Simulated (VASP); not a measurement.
Fe3Co2, 10 atoms in the cell. The structure is trigonal, space group P-3m1 (No. 164). Conventional cell: a = 2.524 Å, b = 2.524 Å, c = 19.913 Å, α = 90.00°, β = 90.00°, γ = 120.00°. Fe (site symmetry 3m) has 9 Fe at 2.47 to 2.52 Å and 3 Co at 2.47 Å within 3.3 Å. Fe (site symmetry 3m) has 3 Co at 2.47 Å and 9 Fe at 2.47 to 2.52 Å within 3.3 Å. Within 3.3 Å of Fe (site symmetry 3m) lie 12 Fe at 2.47 to 2.52 Å. Within 3.3 Å of Co (site symmetry 3m) lie 9 Co at 2.47 to 2.52 Å and 3 Fe at 2.47 Å. Within 3.3 Å of Co (site symmetry 3m) lie 3 Fe at 2.47 Å and 9 Co at 2.47 to 2.52 Å. 

| Quantity | Value |
| --- | --- |
| Program | VASP 6.6.1 |
| Task | single point |
| Functional | PBE |
| Potentials or basis | VASP PAW PBE potentials, release 64 (Fe, Co) |
| Cutoff | 520 eV |
| k mesh | 6 × 6 × 1 |
| Occupations | gaussian, width 0.1 eV |
| Spin | collinear spin, ferrimagnetic start |
| Starting moments | [4.0, -4.0, -4.0, 4.0, 4.0, -4.0, 3.0, -3.0, 3.0, 3.0] μB |
| Dipole correction | no |
| Further INCAR settings | ALGO = Normal; EDIFF = 1e-06; NBANDS = 57 |

Potentials or basis: VASP PAW PBE potentials, release 64 (Fe, Co).

The run is started by

```bash
$ cat potpaw_PBE.64/Fe/POTCAR potpaw_PBE.64/Co/POTCAR > POTCAR
$ mpirun -np 1 vasp_std > vasp.out
```

Hardware: 1 thread of Intel(R) Xeon(R) 6975P-C (Granite Rapids), with other jobs on the host.

Problem. Estimate the wall time of this run.

Solution. It took 5.1 min on 1 thread of Intel(R) Xeon(R) 6975P-C (Granite Rapids), on a shared host, peak memory 0.3 GiB. Counts: scf iterations 63, k points 7.
